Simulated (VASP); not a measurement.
# Cd (P6_3/mmc) in VASP: a series of runs

The runs below take Cd through single point, with LDA, PBEsol.

Program: VASP 6.6.1. These are calculated values, not measurements. Logs are shortened: lines on timing, memory, paths and dates and some standing lists are left out, and cuts for length are marked.

### Step 1. The cell of the first run

Symmetry: P6_3/mmc, No. 194, hexagonal system. The conventional cell has a = 2.979 Å, b = 2.979 Å, c = 5.618 Å, α = 90.00°, β = 90.00°, γ = 120.00°. Cd (site symmetry -6m2) has 12 Cd at 2.98 to 3.29 Å within 3.9 Å.

### Step 2. Single point, LDA

Contents of INCAR:

```
PREC = Accurate
ENCUT = 630
EDIFF = 1E-6
ISMEAR = -1
SIGMA = 0.05
LREAL = F
LASPH = T
NELM = 120
ALGO = Normal
ISIF = 2
LWAVE = F
LCHARG = F
GGA = CA
NBANDS = 27
GGA_COMPAT = F
```

Contents of KPOINTS:

```
Automatic mesh
0
Gamma
  10 10 5
```

Contents of POSCAR:

```
Cd
1.0
    2.9788700000      0.0000000000      0.0000000000
   -1.4894350000      2.5797770946      0.0000000000
    0.0000000000      0.0000000000      5.6176500000
Cd
2
Direct
    0.6666666667      0.3333333333      0.7500000000
    0.3333333333      0.6666666667      0.2500000000
```

Potentials or basis: VASP PAW LDA potentials, release 64 (Cd_sv_GW).

Command:

```
$ cat potpaw_LDA.64/Cd_sv_GW/POTCAR > POTCAR
$ mpirun -np 1 vasp_std > vasp.out
```

OUTCAR:

```text
PREC = Accurate
   ENCUT = 630
   EDIFF = 1E-6
   ISMEAR = -1
   LREAL = F
   LASPH = T
   NELM = 120
   ISIF = 2
   GGA = CA

 ion  position               nearest neighbor table
   1  0.667  0.333  0.750-
   2  0.333  0.667  0.250-

  LATTYP: Found a hexagonal cell.
 ALAT       =     2.9788700000
 C/A-ratio  =     1.8858325472

  Lattice vectors:

 A1 = (   2.9788700000,   0.0000000000,   0.0000000000)
 A2 = (  -1.4894350000,   2.5797770946,   0.0000000000)
 A3 = (   0.0000000000,   0.0000000000,   5.6176500000)

Analysis of symmetry for initial positions (statically):
=====================================================================
 Subroutine PRICEL returns:
 Original cell was already a primitive cell.

 Routine SETGRP: Setting up the symmetry group for a
 hexagonal supercell.

 Subroutine GETGRP returns: Found 24 space group operations
 (whereof 12 operations were pure point group operations)
 out of a pool of 24 trial point group operations.

The static configuration has the point symmetry D_3d.
 The point group associated with its full space group is D_6h.

Analysis of symmetry for dynamics (positions and initial velocities):
=====================================================================
 Subroutine PRICEL returns:
 Original cell was already a primitive cell.

 Routine SETGRP: Setting up the symmetry group for a
 hexagonal supercell.

 Subroutine GETGRP returns: Found 24 space group operations
 (whereof 12 operations were pure point group operations)
 out of a pool of 24 trial point group operations.

The dynamic configuration has the point symmetry D_3d.
 The point group associated with its full space group is D_6h.

 Subroutine INISYM returns: Found 24 space group operations
 (whereof 12 operations are pure point group operations),
 and found     1 'primitive' translations

----------------------------------------------------------------------------------------

                                     Primitive cell

  volume of cell :      43.1706

  direct lattice vectors                    reciprocal lattice vectors
     2.978870000  0.000000000  0.000000000     0.335697765  0.193815195  0.000000000
    -1.489435000  2.579777095  0.000000000     0.000000000  0.387630389  0.000000000
     0.000000000  0.000000000  5.617650000     0.000000000  0.000000000  0.178010378

  length of vectors
     2.978870000  2.978870000  5.617650000     0.387630390  0.387630389  0.178010378

  position of ions in fractional coordinates (direct lattice)
     0.666666667  0.333333333  0.750000000
     0.333333333  0.666666667  0.250000000

  ion indices of the primitive-cell ions
   primitive index   ion index
                 1           1
                 2           2

----------------------------------------------------------------------------------------

 KPOINTS: Automatic mesh

Automatic generation of k-mesh.
 Grid dimensions read from file:
 generate k-points for:   10   10    5

 Generating k-lattice:

  Cartesian coordinates                     Fractional coordinates (reciprocal lattice)
     0.033569776  0.019381519  0.000000000     0.100000000  0.000000000  0.000000000
     0.000000000  0.038763039  0.000000000     0.000000000  0.100000000  0.000000000
     0.000000000  0.000000000  0.035602076     0.000000000  0.000000000  0.200000000

  Length of vectors
     0.038763039  0.038763039  0.035602076

  Shift w.r.t. Gamma in fractional coordinates (k-lattice)
     0.000000000  0.000000000  0.000000000

 Subroutine IBZKPT returns following result:
 ===========================================

 Found     42 irreducible k-points:

 Following reciprocal coordinates:
            Coordinates               Weight
  0.000000  0.000000  0.000000      1.000000
  0.100000  0.000000  0.000000      6.000000
  0.200000  0.000000  0.000000      6.000000
  0.300000  0.000000  0.000000      6.000000
  0.400000 -0.000000  0.000000      6.000000
  0.500000  0.000000  0.000000      3.000000
[... 16 lines left out ...]
  0.300000  0.100000  0.200000     24.000000
  0.400000  0.100000  0.200000     24.000000
 [... further k-points ...]
   k-points           NKPTS =     42   k-points in BZ     NKDIM =     42   number of bands    NBANDS=     27
   number of dos      NEDOS =    301   number of ions     NIONS =      2
   total plane-waves  NPLWV =  27648
   dimension x,y,z NGX =    24 NGY =   24 NGZ =   48
   dimension x,y,z NGXF=    48 NGYF=   48 NGZF=   96
   ions per type =               2
   NGX,Y,Z   is equivalent  to a cutoff of  13.39, 13.39, 14.20 a.u.
   NGXF,Y,Z  is equivalent  to a cutoff of  26.79, 26.79, 28.41 a.u.
 SYSTEM =  unknown system
   PREC   = accura    normal or accurate (medium, high low for compatibility)
   ISTART =      0    job   : 0-new  1-cont  2-samecut
   ICHARG =      2    charge: 1-file 2-atom 10-const
   ISPIN  =      1    spin polarized calculation?
   LNONCOLLINEAR =      F non collinear calculations
   LSORBIT =      F    spin-orbit coupling
   LASPH  =      T    aspherical Exc in radial PAW
   ENCUT  =  630.0 eV  46.30 Ry    6.80 a.u.   6.10  6.10 11.50*2*pi/ulx,y,z
   NELM   =    120;   NELMIN=  2; NELMDL= -5     # of ELM steps
   EDIFF  = 0.1E-05   stopping-criterion for ELM
   LREAL  =      F    real-space projection
   EDIFFG = 0.1E-04   stopping-criterion for IOM
   NSW    =      0    number of steps for IOM
   IBRION =     -1    ionic relax: 0-MD 1-quasi-New 2-CG
   NFREE  =      0    steps in history (QN), initial steepest desc. (CG)
   ISIF   =      2    stress and relaxation
   ISYM   =      2    0-nonsym 1-usesym 2-fastsym
   POTIM  = 0.5000    time-step for ionic-motion
   TEBEG  =    0.0;   TEEND  =   0.0 temperature during run
   PSTRESS=    0.0 pullay stress
   NELECT =      40.0000    total number of electrons
   NUPDOWN=      -1.0000    fix difference up-down
   EMIN   =  10.00;   EMAX   =-10.00  energy-range for DOS
   EFERMI =   0.00;   METHOD = LEGACY
   ISMEAR =    -1;   SIGMA  =   0.05  broadening in eV -4-tet -1-fermi 0-gaus
   EFERMI_NEDOS =   21; number of points for ismear=-14 and -15
   IALGO  =     38    algorithm
   IMIX   =      4    mixing-type and parameters
     AMIX     =   0.40;   BMIX     =  1.00
     AMIX_MAG =   1.60;   BMIX_MAG =  1.00
  volume/ion in A,a.u.               =      21.59       145.66
  Fermi-wavevector in a.u.,A,eV,Ry     =   1.595997  3.015997 34.656840  2.547206
  Thomas-Fermi vector in A             =   2.693828
   LORBIT       =      0    0 simple, 1 ext, 2 COOP (PROOUT), +10 PAW based schemes
   GGA     = CA    functional components
   LHFCALC =     F    Hartree Fock is set to
   AEXX    =    0.0000 exact exchange contribution
   IVDW    =     0    specifies the selected vdW correction
   LEPSILON=     F    determine dielectric tensor
   LRPA    =     F    only Hartree local field effects (RPA)
 non-spin polarized calculation
  energy-cutoff  :      630.00
  volume of cell :       43.17
 maximum number of plane-waves:      1576
   NGX = 13   NGY = 13   NGZ = 23

 number of electron      39.9999998 magnetization

 Free energy of the ion-electron system (eV)
  ---------------------------------------------------
  ext. energy  EPLUGINS =         0.00000000
  ---------------------------------------------------
  free energy    TOTEN  =        -3.03958451 eV

  energy without entropy =       -3.03748701  energy(sigma->0) =       -3.03853576

 E-fermi :   6.0348     XC(G=0): -11.6736

 val. band max:        5.8278054194   @ k =   0.3000   0.2000   0.2000
 cond. band min:       6.0705978193   @ k =   0.3000   0.0000   0.0000
 fundamental gap:      0.2427923999
 Fermi energy:         6.0347511718

 k-point     1 :       0.0000    0.0000    0.0000
  band No.  band energies     occupation
      1     -96.2770      2.00000
      2     -96.2759      2.00000
      3     -57.6573      2.00000
      4     -57.6376      2.00000
      5     -57.6153      2.00000
      6     -57.6153      2.00000
[... 19 lines left out ...]
     26      21.0942      0.00000
     27      21.1407      0.00000

 k-point     2 :       0.1000    0.0000    0.0000
  band No.  band energies     occupation
      1     -96.2766      2.00000
      2     -96.2755      2.00000
      3     -57.6564      2.00000
      4     -57.6375      2.00000
      5     -57.6205      2.00000
      6     -57.6184      2.00000
[... 19 lines left out ...]
     26      20.9798      0.00000
     27      21.6838      0.00000

 k-point     3 :       0.2000    0.0000    0.0000
  band No.  band energies     occupation
      1     -96.2755      2.00000
      2     -96.2745      2.00000
      3     -57.6537      2.00000
      4     -57.6373      2.00000
      5     -57.6337      2.00000
      6     -57.6318      2.00000
[... 19 lines left out ...]
     26      19.0894      0.00000
     27      19.5052      0.00000

 k-point     4 :       0.3000    0.0000    0.0000
  band No.  band energies     occupation
      1     -96.2741      2.00000
      2     -96.2733      2.00000
      3     -57.6503      2.00000
      4     -57.6501      2.00000
      5     -57.6483      2.00000
      6     -57.6374      2.00000
[... 19 lines left out ...]
     26      19.1802      0.00000
     27      19.5983      0.00000

 k-point     5 :       0.4000   -0.0000    0.0000
  band No.  band energies     occupation
      1     -96.2729      2.00000
      2     -96.2724      2.00000
      3     -57.6637      2.00000
      4     -57.6616      2.00000
      5     -57.6467      2.00000
      6     -57.6380      2.00000
[... 19 lines left out ...]
     26      19.0153      0.00000
     27      19.1152      0.00000

 k-point     6 :       0.5000    0.0000    0.0000
  band No.  band energies     occupation
      1     -96.2724      2.00000
      2     -96.2720      2.00000
      3     -57.6688      2.00000
      4     -57.6667      2.00000
      5     -57.6451      2.00000
      6     -57.6386      2.00000
[... 444 lines left out ...]
      1     -96.2757      2.00000
      2     -96.2749      2.00000
      3     -57.6530      2.00000
      4     -57.6391      2.00000
      5     -57.6289      2.00000
      6     -57.6275      2.00000
[... 19 lines left out ...]
     26      18.9497      0.00000
     27      21.5185      0.00000

 k-point    22 :       0.2000    0.1000    0.2000
  band No.  band energies     occupation
      1     -96.2745      2.00000
      2     -96.2738      2.00000
      3     -57.6506      2.00000
      4     -57.6429      2.00000
      5     -57.6423      2.00000
      6     -57.6378      2.00000
[... 19 lines left out ...]
     26      17.6271      0.00000
     27      19.5643      0.00000

 k-point    23 :       0.3000    0.1000    0.2000
  band No.  band energies     occupation
      1     -96.2732      2.00000
      2     -96.2727      2.00000
      3     -57.6576      2.00000
      4     -57.6560      2.00000
      5     -57.6464      2.00000
      6     -57.6384      2.00000
[... 19 lines left out ...]
     26      16.6053      0.00000
     27      18.6164      0.00000

 k-point    24 :       0.4000    0.1000    0.2000
  band No.  band energies     occupation
      1     -96.2724      2.00000
      2     -96.2721      2.00000
      3     -57.6661      2.00000
      4     -57.6644      2.00000
      5     -57.6442      2.00000
      6     -57.6390      2.00000
[... 19 lines left out ...]
     26      16.0287      0.00000
     27      19.2267      0.00000

 [... further k-points ...]

------------------------ aborting loop because EDIFF is reached ----------------------------------------

  FORCE on cell =-STRESS in cart. coord.  units (eV):
  Direction    XX          YY          ZZ          XY          YZ          ZX
  --------------------------------------------------------------------------------------
  -------------------------------------------------------------------------------------
  Total       -1.2767796     -1.2767796     -1.1308943      0.0000000     -0.0000000      0.0000000
  in kB      -47.3846951    -47.3846951    -41.9705044      0.0000000     -0.0000000      0.0000000
  external PRESSURE =     -45.5799649 kB  Pullay stress =       0.0000000 kB

 VOLUME and BASIS-vectors are now :
 -----------------------------------------------------------------------------
  energy-cutoff  :      630.00
  volume of cell :       43.17
      direct lattice vectors                 reciprocal lattice vectors
     2.978870000  0.000000000  0.000000000     0.335697765  0.193815195  0.000000000
    -1.489435000  2.579777095  0.000000000     0.000000000  0.387630389  0.000000000
     0.000000000  0.000000000  5.617650000     0.000000000  0.000000000  0.178010378

 POSITION                                       TOTAL-FORCE (eV/Angst)
 -----------------------------------------------------------------------------------
      1.48944      0.85993      4.21324        -0.000000      0.000000     -0.000000
     -0.00000      1.71985      1.40441         0.000000     -0.000000      0.000000
 -----------------------------------------------------------------------------------
    total drift:                               -0.000000      0.000000      0.000000

  FREE ENERGIE OF THE ION-ELECTRON SYSTEM (eV)
  ---------------------------------------------------
  free  energy   TOTEN  =        -3.0395845058 eV

  energy  without entropy=       -3.0374870144  energy(sigma->0) =       -3.03853576
```

Wall time 30 s (1 thread of Intel Xeon Platinum 8375C at 2.90GHz (Ice Lake), shared host); peak memory 0.2 GiB.

What came out:

```
Free energy            : -3.0396 eV
Pressure               : -4.6 GPa
Band gap on the k mesh : zero (bands 20 and 21 overlap by 4.03 eV)
```

Levels at points of the mesh, in eV from the Fermi level:
| k point | band 18 | band 19 | band 20 | band 21 | band 22 | band 23 |
| --- | --- | --- | --- | --- | --- | --- |
| (0.00, 0.00, 0.00) | -8.27 | -8.27 | -2.93 | -2.90 | 10.42 | 13.95 |
| (0.50, 0.00, 0.00) | -7.98 | -2.20 | -1.73 | 2.04 | 3.12 | 3.21 |

Caveat: the cell stands under tension.

### Step 3. Single point, PBEsol

This run uses another cell than the first one, of 20.72 Å³/atom.

Contents of INCAR:

```
SYSTEM = Cd
  PREC = Accurate
  ENCUT = 630
  EDIFF = 1E-6
  ISMEAR = -1
  SIGMA = 0.05
  LREAL = .FALSE.
  LASPH = .TRUE.
  NELM = 120
  ALGO = Normal
  ISIF = 2
  LWAVE = .FALSE.
  LCHARG = .FALSE.
  GGA = PS
  NBANDS = 27
  GGA_COMPAT = .FALSE.
```

Contents of KPOINTS:

```
regular mesh
0
G
  10 10 5
  0 0 0
```

Contents of POSCAR:

```
Cd
1.0
    2.9386100647      0.0000000000      0.0000000000
   -1.4693050324      2.5449109679      0.0000000000
    0.0000000000      0.0000000000      5.5417265037
Cd
2
Direct
    0.6666666667      0.3333333333      0.7500000000
    0.3333333333      0.6666666667      0.2500000000
```

Potentials or basis: VASP PAW PBE potentials, release 64 (Cd_sv_GW).

Command:

```
$ cat potpaw_PBE.64/Cd_sv_GW/POTCAR > POTCAR
$ mpirun -np 1 vasp_std > vasp.out
```

Run time: 29 s. Hardware: 1 thread of AMD EPYC 9R45 (Zen 5), shared host; peak memory 0.18 GiB.

It converged, with:

```
Free energy            : -2.5288 eV
Pressure               : 0.6 GPa
Band gap on the k mesh : zero (bands 20 and 21 overlap by 4.05 eV)
```

Stress tensor (GPa, compression positive):
```
 1.20  0.00  0.00
 0.00  1.20  0.00
 0.00  0.00 -0.53
```

Levels at points of the mesh, in eV from the Fermi level:
| k point | band 18 | band 19 | band 20 | band 21 | band 22 | band 23 |
| --- | --- | --- | --- | --- | --- | --- |
| (0.00, 0.00, 0.00) | -8.27 | -8.27 | -3.09 | -2.83 | 10.69 | 14.00 |
| (0.50, 0.00, 0.00) | -7.96 | -2.31 | -1.70 | 2.19 | 3.18 | 3.54 |

Caveat: the PAW data sets were made with another functional, which shifts forces and pressure a little.

The gap in the log of VASP goes by the Fermi energy; the results here count the filled bands.